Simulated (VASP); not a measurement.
# Mn: relaxation of cell and atoms with PBEsol

Crystal: Mn.

```
Mn
1.0
    -1.45762    1.45762    1.45762
     1.45762   -1.45762    1.45762
     1.45762    1.45762   -1.45762
Mn
1
Cartesian
  0.0000 0.0000 0.0000
```

This isn't the form of Mn at room conditions, which is a 58-atom cubic cell.

| Item | Value |
| --- | --- |
| Program | VASP 6.6.1 |
| Task | relaxation of cell and atoms |
| Functional | PBEsol |
| Potentials or basis | VASP PAW PBE potentials, release 64 (Mn_pv) |
| Cutoff | 500 eV |
| k mesh | 10 × 10 × 10 |
| Occupations | gaussian, width 0.1 eV |
| Spin | collinear spin, ferromagnetic start |
| Starting moments | [1.11] μB |
| Dipole correction | no |
| Further INCAR settings | ALGO = Normal; EDIFF = 1e-07; IBRION = 2; EDIFFG = -0.05; NSW = 80; ISIF = 3 |

The relaxed volume is 10.39 Å³/atom, the relaxed cell is a = 2.381 Å, b = 2.381 Å, c = 2.381 Å, α = 109.47°, β = 109.47°, γ = 109.47° and the space group after relaxing (to 0.1 Å) is Im-3m (No. 229). The energy gained by relaxing is 210.1 meV/atom and the ionic steps are 5. The pressure after relaxing is 0.0 GPa, the net moment is 0.00 μB per cell and the valence electrons inside the program's atomic spheres are Mn 12.05.

Step by step:
| step | energy change (eV) | largest force (eV/Å) | pressure (GPa) | volume (Å³) |
| --- | --- | --- | --- | --- |
| 1 | 0.0000 | 0.0000 | -30.96 | 12.39 |
| 2 | 0.2198 | 0.0000 | 90.42 | 8.57 |
| 3 | -0.2077 | 0.0000 | -4.62 | 10.55 |
| 4 | -0.2100 | 0.0000 | -1.11 | 10.42 |
| 5 | -0.2101 | 0.0000 | 0.00 | 10.39 |

Final structure:
```yaml
crystal:
  lattice:
    - [-1.37445, 1.37445, 1.37445]
    - [1.37445, -1.37445, 1.37445]
    - [1.37445, 1.37445, -1.37445]
  atoms:
    - { symbol: Mn, position: [0.00000, 0.00000, 0.00000] }
```

Levels at points of the mesh, in eV from the Fermi level:
Spin up:
| k point | band 2 | band 3 | band 4 | band 5 | band 6 | band 7 | band 8 | band 9 | band 10 | band 11 |
| --- | --- | --- | --- | --- | --- | --- | --- | --- | --- | --- |
| (0.00, 0.00, 0.00) | -47.85 | -47.85 | -8.84 | -1.67 | -1.67 | -1.67 | 0.33 | 0.33 | 24.00 | 24.00 |
| (0.50, 0.00, 0.00) | -48.12 | -47.85 | -5.19 | -3.21 | 0.34 | 0.65 | 0.68 | 2.05 | 9.66 | 18.20 |
| (0.50, 0.50, 0.50) | -48.44 | -48.44 | -5.08 | -5.08 | 1.66 | 1.66 | 1.66 | 10.86 | 10.86 | 10.86 |
Spin down:
```csv
k point,band 4,band 5,band 6,band 7,band 8,band 9
"(0.00, 0.00, 0.00)",-8.84,-1.67,-1.67,-1.67,0.33,0.33
"(0.50, 0.00, 0.00)",-5.19,-3.21,0.34,0.65,0.68,2.05
"(0.50, 0.50, 0.50)",-5.08,-5.08,1.66,1.66,1.66,10.86
```

Run time: 58 s on 1 thread of Intel(R) Xeon(R) Platinum 8488C (Sapphire Rapids) (shared host), peak memory 0.13 GiB.

Caveat: the volume moved by over 15 % at a fixed basis, so the end points are rough; the PAW data sets were made with another functional, which shifts forces and pressure a little.
